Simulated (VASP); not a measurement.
## Fe: single point with PBE

Fe:

```xyz
1
Lattice="-1.4163 1.4163 1.4163 1.4163 -1.4163 1.4163 1.4163 1.4163 -1.4163" Properties=species:S:1:pos:R:3 pbc="T T T"
Fe    0.0000    0.0000    0.0000
```

```json
{
 "Program": "VASP 6.6.1",
 "Task": "single point",
 "Functional": "PBE",
 "Potentials or basis": "VASP PAW PBE potentials, release 64 (Fe)",
 "Cutoff": "520 eV",
 "k mesh": "15 × 15 × 15",
 "Occupations": "methfessel-paxton, width 0.03 eV",
 "Spin": "collinear spin, ferromagnetic start",
 "Starting moments": "[2.208] μB"
}
```

```json
{
  "Pressure": "-0.3 GPa",
  "Net moment": "2.18 μB per cell",
  "Site moments": "Fe +2.18 μB",
  "Valence electrons inside the program's atomic spheres": "Fe 7.27"
}
```

Levels at points of the mesh, in eV from the Fermi level:
Spin up:
```
           k point  band 3  band 4  band 5  band 6  band 7  band 8
(0.00, 0.00, 0.00)   -2.32   -2.32   -1.11   -1.11   25.02   25.02
```
Spin down:
| k point | band 1 | band 2 | band 3 | band 4 | band 5 | band 6 |
| --- | --- | --- | --- | --- | --- | --- |
| (0.00, 0.00, 0.00) | -8.28 | -0.41 | -0.41 | -0.41 | 1.64 | 1.64 |

It took 58 s on 1 thread of AMD EPYC 7R13 (shared host), peak memory 0.11 GiB.
